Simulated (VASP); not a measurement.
# N (C2/m) in VASP: single point with LDA

Aim: the single point of N with LDA.

Program: VASP 6.6.1. These are calculated values, not measurements. Logs are shortened: lines on timing, memory, paths and dates and some standing lists are left out, and cuts for length are marked.

## (1) The cell of the first run

Symmetry: C2/m, No. 12, monoclinic system. The conventional cell has a = 6.109 Å, b = 3.527 Å, c = 14.281 Å, α = 90.00°, β = 102.35°, γ = 90.00°. Within 1.5 Å of N (site symmetry m) lie 1 N at 1.09 Å. N (site symmetry m) has 1 N at 1.09 Å within 1.5 Å. Within 1.5 Å of N (site symmetry m) lie 1 N at 1.09 Å. N (site symmetry m) has 1 N at 1.09 Å within 1.5 Å.

## (2) Single point, LDA (the part above a cut slid along it)

Input file INCAR:

```
PREC = Accurate
ENCUT = 520
EDIFF = 1E-6
ISMEAR = 0
SIGMA = 0.05
LREAL = F
LASPH = T
NELM = 60
ALGO = Normal
ISIF = 2
LWAVE = F
LCHARG = T
GGA = CA
LELF = T
LVHAR = T
NBANDS = 30
ISYM = 0
```

Input file KPOINTS:

```
regular mesh
0
Gamma
  7 7 2
```

Input file POSCAR:

```
N
1.0
   -3.5269202438      0.0000000000      0.0000000000
   -1.7634601219     -3.0544025283      0.0000000000
   -0.8817300610      1.5272012641     13.9505029787
N
8
Direct
   -0.1143644841      0.7810311507      0.8953956348
    0.1302593657      0.5364073010      0.4061479353
   -0.0751523234      0.7418189901      0.8169713135
    0.1694715263      0.4971951403      0.3277236140
    0.5859046239      0.7474287094      0.1615240855
    0.3412807742      0.9920525592      0.6507717850
    0.6251167845      0.7082165488      0.0830997643
    0.3804929348      0.9528403985      0.5723474638
```

Potentials or basis: VASP PAW LDA potentials, release 64 (N).

Launch:

```sh
$ cat potpaw_LDA.64/N/POTCAR > POTCAR
$ mpirun -np 1 vasp_std > vasp.out
```

OUTCAR:

```text
PREC = Accurate
   ENCUT = 520
   EDIFF = 1E-6
   ISMEAR = 0
   LREAL = F
   LASPH = T
   NELM = 60
   ISIF = 2
   GGA = CA
   ISYM = 0

 ion  position               nearest neighbor table
   1  0.886  0.781  0.895-   3 1.09
   2  0.130  0.536  0.406-   4 1.09
   3  0.925  0.742  0.817-   1 1.09
   4  0.169  0.497  0.328-   2 1.09
   5  0.586  0.747  0.162-   7 1.09
   6  0.341  0.992  0.651-   8 1.09
   7  0.625  0.708  0.083-   5 1.09
   8  0.380  0.953  0.572-   6 1.09

IMPORTANT INFORMATION: All symmetrisations will be switched off!
NOSYMM: (Re-)initialisation of all symmetry stuff for point group C_1.

----------------------------------------------------------------------------------------

                                     Primitive cell

  volume of cell :     150.2837

  direct lattice vectors                    reciprocal lattice vectors
    -3.526920244  0.000000000  0.000000000    -0.283533488  0.163698136 -0.035841002
    -1.763460122 -3.054402528  0.000000000     0.000000000 -0.327396272  0.035841002
    -0.881730061  1.527201264 13.950502979     0.000000000  0.000000000  0.071682003

  length of vectors
     3.526920244  3.526920244 14.061519298     0.329352237  0.329352237  0.071682003

  position of ions in fractional coordinates (direct lattice)
     0.885635516  0.781031151  0.895395635
     0.130259366  0.536407301  0.406147935
     0.924847677  0.741818990  0.816971313
     0.169471526  0.497195140  0.327723614
     0.585904624  0.747428709  0.161524085
     0.341280774  0.992052559  0.650771785
     0.625116785  0.708216549  0.083099764
     0.380492935  0.952840399  0.572347464

  ion indices of the primitive-cell ions
   primitive index   ion index
                 1           1
                 2           2
                 3           3
                 4           4
                 5           5
                 6           6
                 7           7
                 8           8

----------------------------------------------------------------------------------------

 KPOINTS: regular mesh

Automatic generation of k-mesh.
 Grid dimensions read from file:
 generate k-points for:    7    7    2

 Generating k-lattice:

  Cartesian coordinates                     Fractional coordinates (reciprocal lattice)
[... 86 lines left out ...]
   IBRION =     -1    ionic relax: 0-MD 1-quasi-New 2-CG
   NFREE  =      0    steps in history (QN), initial steepest desc. (CG)
   ISIF   =      2    stress and relaxation
   ISYM   =      0    0-nonsym 1-usesym 2-fastsym
   POTIM  = 0.5000    time-step for ionic-motion
   TEBEG  =    0.0;   TEEND  =   0.0 temperature during run
   PSTRESS=    0.0 pullay stress
   NELECT =      40.0000    total number of electrons
   NUPDOWN=      -1.0000    fix difference up-down
   EMIN   =  10.00;   EMAX   =-10.00  energy-range for DOS
   EFERMI =   0.00;   METHOD = LEGACY
   ISMEAR =     0;   SIGMA  =   0.05  broadening in eV -4-tet -1-fermi 0-gaus
   EFERMI_NEDOS =   21; number of points for ismear=-14 and -15
   IALGO  =     38    algorithm
   IMIX   =      4    mixing-type and parameters
     AMIX     =   0.40;   BMIX     =  1.00
     AMIX_MAG =   1.60;   BMIX_MAG =  1.00
  volume/ion in A,a.u.               =      18.79       126.77
  Fermi-wavevector in a.u.,A,eV,Ry     =   1.053071  1.990015 15.088291  1.108958
  Thomas-Fermi vector in A             =   2.188178
   LORBIT       =      0    0 simple, 1 ext, 2 COOP (PROOUT), +10 PAW based schemes
   GGA     = CA    functional components
   LHFCALC =     F    Hartree Fock is set to
   AEXX    =    0.0000 exact exchange contribution
   IVDW    =     0    specifies the selected vdW correction
   LEPSILON=     F    determine dielectric tensor
   LRPA    =     F    only Hartree local field effects (RPA)
 non-spin polarized calculation
 Gauss-broadening in eV      SIGMA  =   0.05
  energy-cutoff  :      520.00
  volume of cell :      150.28
 maximum number of plane-waves:      4107
 NGX is ok and might be reduce to    28
   NGX = 13   NGY = 13   NGZ = 53

 number of electron      40.0000004 magnetization

 Free energy of the ion-electron system (eV)
  ---------------------------------------------------
  ext. energy  EPLUGINS =         0.00000000
  ---------------------------------------------------
  free energy    TOTEN  =       -70.27846136 eV

  energy without entropy =      -70.27846136  energy(sigma->0) =      -70.27846136

 E-fermi :  -5.2712     XC(G=0):  -7.7351

 val. band max:       -5.4970969354   @ k =   0.0000   0.1429   0.0000
 cond. band min:       0.8983386998   @ k =  -0.4286   0.1429   0.5000
 fundamental gap:      6.3954356351
 Fermi energy:        -5.2711641687

 k-point     1 :       0.0000    0.0000    0.0000
  band No.  band energies     occupation
      1     -24.4152      2.00000
      2     -24.3917      2.00000
      3     -24.3837      2.00000
      4     -24.3640      2.00000
      5     -10.1181      2.00000
      6      -9.6237      2.00000
[... 781 lines left out ...]
     29       6.8577      0.00000
     30       7.5204      0.00000

 [... further k-points ...]

------------------------ aborting loop because EDIFF is reached ----------------------------------------

  FORCE on cell =-STRESS in cart. coord.  units (eV):
  Direction    XX          YY          ZZ          XY          YZ          ZX
  --------------------------------------------------------------------------------------
  -------------------------------------------------------------------------------------
  Total       -0.1456056     -0.2006472      7.0539345      0.0476393      0.1171335      0.2028028
  in kB       -1.5523040     -2.1391042     75.2021449      0.5078833      1.2487622      2.1620845
  external PRESSURE =      23.8369122 kB  Pullay stress =       0.0000000 kB

 VOLUME and BASIS-vectors are now :
 -----------------------------------------------------------------------------
  energy-cutoff  :      520.00
  volume of cell :      150.28
      direct lattice vectors                 reciprocal lattice vectors
    -3.526920244  0.000000000  0.000000000    -0.283533488  0.163698136 -0.035841002
    -1.763460122 -3.054402528  0.000000000     0.000000000 -0.327396272  0.035841002
    -0.881730061  1.527201264 13.950502979     0.000000000  0.000000000  0.071682003

 POSITION                                       TOTAL-FORCE (eV/Angst)
 -----------------------------------------------------------------------------------
     -5.29038     -1.01813     12.49122        -0.136095     -0.078540      1.388210
     -1.76346     -1.01813      5.66597         0.000020      0.000022      1.530785
     -5.29038     -1.01813     11.39716         0.031848      0.018340     -1.554596
     -1.76346     -1.01813      4.57191        -0.000141     -0.000077     -1.532843
     -3.52692     -2.03627      2.25334        -0.031820     -0.018375      1.555347
     -3.52692     -2.03627      9.07859         0.000130      0.000115      1.532227
     -3.52692     -2.03627      1.15928         0.136097      0.078558     -1.387839
     -3.52692     -2.03627      7.98453        -0.000040     -0.000042     -1.531291
 -----------------------------------------------------------------------------------
    total drift:                               -0.000066      0.000037     -0.002274

  FREE ENERGIE OF THE ION-ELECTRON SYSTEM (eV)
  ---------------------------------------------------
  free  energy   TOTEN  =       -70.2784613609 eV

  energy  without entropy=      -70.2784613609  energy(sigma->0) =      -70.27846136
```

OSZICAR:

```text
N       E                     dE             d eps       ncg     rms          rms(c)
DAV:   1     0.237285111281E+03    0.23729E+03   -0.19405E+04  3000   0.116E+03
DAV:   2    -0.535358754667E+02   -0.29082E+03   -0.28023E+03  3970   0.267E+02
DAV:   3    -0.740529597033E+02   -0.20517E+02   -0.20311E+02  3438   0.765E+01
DAV:   4    -0.742620501012E+02   -0.20909E+00   -0.20882E+00  3692   0.876E+00
DAV:   5    -0.742639686385E+02   -0.19185E-02   -0.19179E-02  3754   0.793E-01    0.161E+01
DAV:   6    -0.710574699389E+02    0.32065E+01   -0.43858E+00  3126   0.112E+01    0.910E+00
DAV:   7    -0.703113110044E+02    0.74616E+00   -0.28108E+00  3726   0.917E+00    0.226E+00
DAV:   8    -0.702788313643E+02    0.32480E-01   -0.25944E-01  3372   0.258E+00    0.408E-01
DAV:   9    -0.702784756121E+02    0.35575E-03   -0.64435E-03  3526   0.450E-01    0.203E-01
DAV:  10    -0.702784929378E+02   -0.17326E-04   -0.35378E-04  3702   0.132E-01    0.650E-02
DAV:  11    -0.702784681272E+02    0.24811E-04   -0.27573E-04  3620   0.954E-02    0.197E-02
DAV:  12    -0.702784608730E+02    0.72541E-05   -0.27494E-05  3542   0.321E-02    0.946E-03
DAV:  13    -0.702784613609E+02   -0.48788E-06   -0.24077E-06  3208   0.939E-03
   1 F= -.70278461E+02 E0= -.70278461E+02  d E =-.211716E-11
```

Wall time 2.4 min (1 thread of Intel Xeon 6975P-C (Granite Rapids), shared host); peak memory 0.29 GiB.

Results:

```
Free energy            : -70.2785 eV
Pressure               : 2.4 GPa
Largest force          : 1.556 eV/Å
Band gap on the k mesh : 6.40 eV (least direct gap 6.50 eV)
```

Forces in eV/Å, atoms in the order of the input:
```
N   -0.136 -0.079  1.388
N    0.000  0.000  1.531
N    0.032  0.018 -1.555
N    0.000  0.000 -1.533
N   -0.032 -0.018  1.555
N    0.000  0.000  1.532
N    0.136  0.079 -1.388
N    0.000  0.000 -1.531
```

Caveat: the cell differs from its parent crystal (the part above a cut slid along it); the standard files for N, O and F lose accuracy on very short bonds; the stress differs along the axes, from -0 to 8 GPa; forces of over 1 eV/Å act on the atoms, so gaps and moduli don't describe the material at rest.
